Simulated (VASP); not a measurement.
A run of VASP 6.6.1:

File INCAR:

```
SYSTEM = AlSi16
PREC = Accurate ; ENCUT = 520
EDIFF = 1E-6 ; ISMEAR = -1
SIGMA = 0.02 ; LREAL = Auto
LASPH = .True. ; NELM = 150
ALGO = Normal ; ISIF = 2
LWAVE = .False. ; LCHARG = .False.
ISPIN = 2 ; MAGMOM = 0 0 0 0 0 0 0 0 0 0 0 0 0 0 0 0 0
LORBIT = 11 ; GGA = PE
NBANDS = 52
```

File KPOINTS:

```
Automatic mesh
0
Gamma
  2 2 2
  0 0 0
```

Contents of POSCAR:

```
AlSi16
1.0
    0.0000000000      5.4300000000      5.4300000000
    5.4300000000      0.0000000000      5.4300000000
    5.4300000000      5.4300000000      0.0000000000
Si Al
16 1
Direct
    0.0224493554      0.0264088398     -0.0943093923
    0.1337108656      0.1460497238      0.0693278085
   -0.0365377532     -0.0589134438      0.4263167587
    0.0545027624      0.1588858195      0.5236003683
    0.0275690608      0.5283793738     -0.0127071823
    0.1898710866      0.5704972376      0.1354327808
   -0.0010957643      0.4904880295      0.5408011050
    0.1691068140      0.5920165746      0.6400092081
    0.5051012891      0.0260220994      0.0215101289
    0.5893186004      0.1780847145      0.1518047882
    0.4186556169     -0.0107918969      0.5844567219
    0.6188305709      0.1228268877      0.6199723757
    0.5366206262      0.5242633517      0.0755524862
    0.6884806630      0.6533977901      0.1453867403
    0.5544106814      0.4857918969      0.5327163904
    0.6063075506      0.6376887661      0.6981860037
    0.8032965009      0.7986556169      0.3139779006
```

Potentials or basis: VASP PAW PBE potentials, release 64 (Si, Al).

Command:

```sh
$ cat potpaw_PBE.64/Si/POTCAR potpaw_PBE.64/Al/POTCAR > POTCAR
$ mpirun -np 1 vasp_std > vasp.out
```

Hardware: 1 thread of AMD EPYC 9R45 96-Core Processor (Zen 5) (shared host).

Task: Estimate the wall time of this run.

Result: Wall time 4.7 min on 1 thread of AMD EPYC 9R45 96-Core Processor (Zen 5) (shared host), peak memory 0.67 GiB. Counts: scf iterations 14, k points 8.
